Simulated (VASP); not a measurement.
Crystal: Ru.

```
Ru
1.0
     2.72356    0.00000    0.00000
    -1.36178    2.35867    0.00000
     0.00000    0.00000    4.28908
Ru
2
Direct
  0.33333 0.66667 0.25000
  0.66667 0.33333 0.75000
```

Base run:

* Program: VASP 6.6.1
* Functional: PBE
* Potentials or basis: VASP PAW PBE potentials, release 64 (Ru_pv)
* Cutoff: 520 eV
* k mesh: 13 × 13 × 7
* Occupations: methfessel-paxton, width 0.6 eV
* Spin: no spin polarisation

Its results: band gap on the k mesh zero (band 14 reaches 13.99 eV, above the bottom of band 15 at 11.05 eV); pressure -0.4 GPa.

Task: The run is repeated on the same cell with these changes: occupations from methfessel-paxton, width 0.6 eV to fermi-dirac, width 1 eV. What comes out?

Result: Band gap on the k mesh zero (band 14 reaches 14.19 eV, above the bottom of band 15 at 11.22 eV); pressure 29.3 GPa.
